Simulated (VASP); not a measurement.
Input of a VASP 6.6.1 run:

Contents of INCAR:

```
PREC     = Accurate       # precision mode
ENCUT    = 600            # plane-wave cutoff, eV
EDIFF    = 1E-6           # SCF threshold, eV
ISMEAR   = -1             # smearing method
SIGMA    = 0.03           # smearing width, eV
LREAL    = False          # projectors in reciprocal space
LASPH    = True           # aspherical terms in the spheres
NELM     = 120            # most SCF steps
ALGO     = Normal         # electronic algorithm
ISIF     = 2              # what is computed and relaxed
LWAVE    = False          # write WAVECAR
LCHARG   = True           # write CHGCAR
GGA      = PS             # functional
LELF     = True           # ELF
LVHAR    = True         
NBANDS   = 29             # bands
GGA_COMPAT= False
```

Contents of KPOINTS:

```
regular mesh
0
Gamma
  9 9 4
```

The input POSCAR:

```
MgPt2O3
1.0
    3.0291729838      0.0000000000      0.0000000000
   -1.5145864919      2.6233407564      0.0000000000
    0.0000000000      0.0000000000      8.2569979046
Mg Pt O
1 2 3
Direct
    0.0000000000      0.0000000000      0.0000000000
    0.3333333333      0.6666666667      0.6788435004
    0.6666666667      0.3333333333      0.3211564996
    0.3333333333      0.6666666667      0.1352571981
    0.6666666667      0.3333333333      0.8647428019
    0.0000000000      0.0000000000      0.5000000000
```

Potentials or basis: VASP PAW PBE potentials, release 64 (Mg, Pt, O).

Command:

```console
$ cat potpaw_PBE.64/Mg/POTCAR potpaw_PBE.64/Pt/POTCAR potpaw_PBE.64/O/POTCAR > POTCAR
$ mpirun -np 1 vasp_std > vasp.out
```

Predict the pressure.

-0.3 GPa.

What does it give for the band gap on the k mesh?

Zero (bands 20 and 21 overlap by 0.95 eV).

Predict the largest force.

0.013 eV/Å.

Forces in eV/Å, atoms in the order of the input:
```
Mg   0.000  0.000  0.000
Pt   0.000  0.000 -0.002
Pt   0.000  0.000  0.002
O    0.000  0.000 -0.013
O    0.000  0.000  0.013
O    0.000  0.000  0.000
```

Caveat: the PAW data sets were made with another functional, which shifts forces and pressure a little; spin-orbit coupling is left out, which moves the levels of the heavy elements.
